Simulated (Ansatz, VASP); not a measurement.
**AlN in VASP and in Ansatz**

```xyz
2
Lattice="0.0000 1.9777 1.9777 1.9777 0.0000 1.9777 1.9777 1.9777 0.0000" Properties=species:S:1:pos:R:3 pbc="T T T"
Al    1.9777    1.9777    1.9777
N     0.0000    0.0000    0.0000
```

Alike in both runs: task single point; functional r2SCAN; k mesh 10 × 10 × 10; occupations gaussian, width 0.02 eV; no spin polarisation.

|  | VASP | Ansatz |
| --- | --- | --- |
| version | VASP 6.6.1 | Ansatz 0.2.0 |
| potentials or method | VASP PAW PBE potentials, release 64 (Al, N), cutoff 660 eV | scalar-relativistic, plane waves, PAW |
| valence electrons in the cell | 8 | 8 |

|  | VASP | Ansatz | Ansatz less VASP |
| --- | --- | --- | --- |
| gap on the k mesh at the Fermi level (eV) | 5.87 | 5.90 | +0.035 |
| least direct gap on the mesh (eV) | 7.54 | 7.49 | -0.057 |
| pressure (GPa) | 18.6 | 19.3 | +0.71 |

VASP's potentials were made for PBE, not for r2SCAN.
